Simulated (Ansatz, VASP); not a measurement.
**Al9N: VASP beside Ansatz**

```
Al N
1.0
     5.70709    0.00000    0.00000
    -1.42677    9.70148    0.00000
     0.00000    0.00000   22.79037
Al N
18 2
Direct
  0.26622 0.06489 0.17551
  0.76622 0.06489 0.17551
  0.33548 0.34192 0.21920
  0.83548 0.34192 0.21920
  0.14933 0.59733 0.22794
  0.64933 0.59733 0.22794
  0.46318 0.85274 0.23668
  0.96318 0.85274 0.23668
  0.03198 0.12771 0.28083
  0.53198 0.12771 0.28083
  0.09979 0.40422 0.33011
  0.59979 0.40422 0.33011
  0.41440 0.65967 0.33698
  0.91440 0.65967 0.33698
  0.22631 0.91108 0.34493
  0.72631 0.91108 0.34493
  0.29624 0.18141 0.38571
  0.79624 0.18141 0.38571
  0.38870 0.91108 0.54367
  0.56392 0.91108 0.54367
```

Alike in both runs: task single point; functional PBE; k mesh 5 × 3 × 1; occupations gaussian, width 0.1 eV; no spin polarisation.

```csv
,VASP,Ansatz
version,VASP 6.6.1,Ansatz 0.2.0
potentials or method,"VASP PAW PBE potentials, release 64 (Al, N), cutoff 520 eV","scalar-relativistic, plane waves, PAW"
valence electrons in the cell,64,64
```

```tsv
	VASP	Ansatz	Ansatz less VASP
gap on the k mesh at the Fermi level (eV)	none	none	-
rms of the force components (eV/Å)	4.826	3.969	-0.8566
work function, face that differs most (eV)	4.17	4.17	-0.002
```

Atom by atom the forces differ by 0.857 eV/Å (rms over components). A gap of «none» marks a metal or a gap that the smearing closes.

Noted on VASP's run: the standard files for N, O and F lose accuracy on very short bonds.
